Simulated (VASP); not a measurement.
Here is a VASP 6.6.1 calculation.

File INCAR:

```
  ALGO = Normal
  EDIFF = 1E-8
  ENCUT = 400
  GGA = PS
  GGA_COMPAT = False
  ISIF = 2
  ISMEAR = -1
  LASPH = True
  LCHARG = False
  LEFG = True
  LREAL = False
  LWAVE = False
  NBANDS = 15
  NELM = 120
  PREC = Accurate
  SIGMA = 0.02
```

File KPOINTS:

```
k-points
0
Gamma
  7 7 7
```

POSCAR

```
KCl
1.0
    3.6340000000      0.0000000000      0.0000000000
    0.0000000000      3.6340000000      0.0000000000
    0.0000000000      0.0000000000      3.5976600000
K Cl
1 1
Direct
    0.0000000000      0.0000000000      0.0000000000
    0.5000000000      0.5000000000      0.5000000000
```

Potentials or basis: VASP PAW PBE potentials, release 64 (K_sv, Cl).

Run with:

```console
$ cat potpaw_PBE.64/K_sv/POTCAR potpaw_PBE.64/Cl/POTCAR > POTCAR
$ mpirun -np 1 vasp_std > vasp.out
```

Task: Estimate the band gap on the k mesh.

Result: 5.41 eV (least direct gap 5.61 eV).

Task: Predict the pressure.

Result: 2.7 GPa.

Stress tensor (GPa, compression positive):
```
2.56 0.00 0.00
0.00 2.56 0.00
0.00 0.00 3.08
```

Caveat: the cell differs from its parent crystal (zz strain of -1 %); without QUAD_EFG the Cq values of the log hold for a quadrupole moment of 1 mb, not for the nuclei; the PAW data sets were made with another functional, which shifts forces and pressure a little. A k mesh can miss the band edges.
